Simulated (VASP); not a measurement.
Set up this calculation in VASP 6.6.1, as the native input.

* Task: single point
* Functional: PBE
* Potentials or basis: VASP PAW PBE potentials, release 64 (Ru_pv)
* Cutoff: 520 eV
* k mesh: 12 × 8 × 7
* Occupations: fermi-dirac, width 0.1 eV
* Spin: no spin polarisation
* Dipole correction: no
* Further INCAR settings: ALGO = Normal; EDIFF = 1e-07; NBANDS = 36

The structure of Ru lies in POSCAR:

```
Ru
1.0
   -1.3605811744      2.3565957219      0.0000000000
    0.0000000000      0.0000000000      4.2959980363
    4.0817435232      2.3565957219      0.0000000000
Ru
4
Direct
    0.5000000000      0.2500000000      0.1666666670
    0.0000000000      0.2500000000      0.6666666670
    0.0000000000      0.7500000000      0.3333333330
    0.5000000000      0.7500000000      0.8333333330
```

One way to write it, as run:

INCAR

```
SYSTEM = Ru
PREC = Accurate
ENCUT = 520
EDIFF = 1E-7
ISMEAR = -1
SIGMA = 0.1
LREAL = .FALSE.
LASPH = .TRUE.
NELM = 100
ALGO = Normal
ISIF = 2
LWAVE = .FALSE.
LCHARG = .FALSE.
GGA = PE
NBANDS = 36
```

KPOINTS

```
Automatic mesh
0
G
  12 8 7
  0 0 0
```

Potentials or basis: VASP PAW PBE potentials, release 64 (Ru_pv).

Command:

```console
$ cat potpaw_PBE.64/Ru_pv/POTCAR > POTCAR
$ mpirun -np 1 vasp_std > vasp.out
```

It gave:

```
Pressure               : -0.1 GPa
Band gap on the k mesh : zero (band 28 reaches 13.95 eV, above the bottom of band 29 at 11.52 eV)
```

It used 320 s of CPU time on 1 thread of AMD EPYC 7R13 Processor (Zen 3), with other jobs on the host.
